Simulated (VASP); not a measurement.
Write the native input for VASP 6.6.1 that does the following.

```yaml
Task: single point
Functional: PBEsol
Potentials_or_basis: VASP PAW PBE potentials, release 64 (Mo_sv, N)
Cutoff: 520 eV
k_mesh: 5 × 5 × 7
Occupations: fermi-dirac, width 0.05 eV
Spin: no spin polarisation
Dipole_correction: no
Further_INCAR_settings: ALGO = Normal; EDIFF = 1e-06; NBANDS = 33
```

The structure of MoN2 lies in POSCAR:

```
MoN2
1.0
    4.2876318073      0.0000000000      0.0000000000
    0.0000000000      4.2876318073      0.0000000000
    0.0000000000      0.0000000000      2.7290029633
Mo N
2 4
Direct
    0.5000000000      0.5000000000      0.0000000000
    0.0000000000      0.0000000000      0.0000000000
    0.8874284768      0.3874284768      0.5000000000
    0.1125715232      0.6125715232      0.5000000000
    0.3874284768      0.1125715232      0.5000000000
    0.6125715232      0.8874284768      0.5000000000
```

The input as run:

INCAR

```
  PREC = Accurate
  ENCUT = 520
  EDIFF = 1E-6
  ISMEAR = -1
  SIGMA = 0.05
  LREAL = False
  LASPH = True
  NELM = 80
  ALGO = Normal
  ISIF = 2
  LWAVE = False
  LCHARG = False
  GGA = PS
  NBANDS = 33
```

KPOINTS

```
Automatic mesh
0
Gamma
  5 5 7
```

Potentials or basis: VASP PAW PBE potentials, release 64 (Mo_sv, N).

Run with:

```console
$ cat potpaw_PBE.64/Mo_sv/POTCAR potpaw_PBE.64/N/POTCAR > POTCAR
$ mpirun -np 1 vasp_std > vasp.out
```

Results of the run:

* Pressure: 0.7 GPa
* Largest force: 0.125 eV/Å
* Band gap on the k mesh: zero (band 24 reaches 14.44 eV, above the bottom of band 25 at 12.13 eV)

Caveat: the PAW data sets were made with another functional, which shifts forces and pressure a little.

Wall time 41 s on 1 thread of Intel Xeon 8259CL, on a shared host, peak memory 0.17 GiB.
